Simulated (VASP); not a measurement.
Here is a VASP 6.6.1 calculation.

The input INCAR:

```
SYSTEM = Hf
ALGO     = Normal         ! electronic algorithm
EDIFF    = 1E-7           ! SCF threshold, eV
ENCUT    = 520            ! plane-wave cutoff, eV
GGA      = PE             ! functional
ISIF     = 2              ! what is computed and relaxed
ISMEAR   = -1             ! smearing method
LASPH    = .True.         ! aspherical terms in the spheres
LCHARG   = .False.        ! write CHGCAR
LREAL    = .False.        ! projectors in reciprocal space
LWAVE    = .False.        ! write WAVECAR
NBANDS   = 17             ! bands
NELM     = 100            ! most SCF steps
PREC     = Accurate       ! precision mode
SIGMA    = 0.05           ! smearing width, eV
```

File KPOINTS:

```
k-points
0
Gamma
  10 10 5
  0 0 0
```

File POSCAR:

```
Hf
1.0
    3.1967000000      0.0000000000      0.0000000000
   -1.5983500000      2.7684234083      0.0000000000
    0.0000000000      0.0000000000      5.0578000000
Hf
2
Direct
    0.6666666667      0.3333333333      0.7500000000
    0.3333333333      0.6666666667      0.2500000000
```

Potentials or basis: VASP PAW PBE potentials, release 64 (Hf_pv).

Launch:

```sh
$ cat potpaw_PBE.64/Hf_pv/POTCAR > POTCAR
$ mpirun -np 1 vasp_std > vasp.out
```

**Question.** What does it give for the pressure?

**Answer.** 0.2 GPa.

**Question.** Predict the band gap on the k mesh.

**Answer.** Zero (band 10 reaches 6.10 eV, above the bottom of band 11 at 4.59 eV).

Stress tensor (GPa, compression positive):
```
 0.30  0.00  0.00
 0.00  0.30  0.00
 0.00  0.00 -0.14
```

Caveat: spin-orbit coupling is left out, which moves the levels of the heavy elements.
